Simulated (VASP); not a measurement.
Write the native input for VASP 6.6.1 that does the following.

```
Task                   : single point
Functional             : PBEsol
Potentials or basis    : VASP PAW PBE potentials, release 64 (Mg, O)
Cutoff                 : 520 eV
k mesh                 : 10 × 10 × 10
Occupations            : gaussian, width 0.05 eV
Spin                   : no spin polarisation
Dipole correction      : no
Further INCAR settings : ALGO = Normal; EDIFF = 1e-06; NBANDS = 11
```

The structure of MgO lies in POSCAR:

```
MgO
1.0
    0.2643816532      2.2472440526      2.2472440526
    2.2472440526      0.2643816532      2.2472440526
    2.2472440526      2.2472440526      0.2643816532
Mg O
1 1
Direct
    0.0000000000      0.0000000000      0.0000000000
    0.5000000000      0.5000000000      0.5000000000
```

This cell differs from its parent crystal: ratio of the length along [111] to the lengths across it x 1.2, volume and fractional coordinates fixed.

These files were run (other wordings do the same):

INCAR

```
ALGO = Normal
EDIFF = 1E-6
ENCUT = 520
GGA = PS
ISIF = 2
ISMEAR = 0
LASPH = T
LCHARG = F
LREAL = F
LWAVE = F
NBANDS = 11
NELM = 80
PREC = Accurate
SIGMA = 0.05
```

KPOINTS

```
k-points
0
Gamma
  10 10 10
```

Potentials or basis: VASP PAW PBE potentials, release 64 (Mg, O).

Launch:

```sh
$ cat potpaw_PBE.64/Mg/POTCAR potpaw_PBE.64/O/POTCAR > POTCAR
$ mpirun -np 1 vasp_std > vasp.out
```

It gave:

```yaml
Pressure: 0.3 GPa
Band_gap_on_the_k_mesh: 3.25 eV, direct
```

Caveat: the PAW data sets were made with another functional, which shifts forces and pressure a little.

It took 7.5 s on 1 thread of Intel(R) Xeon(R) 6975P-C (Granite Rapids), on a shared host, peak memory 0.15 GiB.
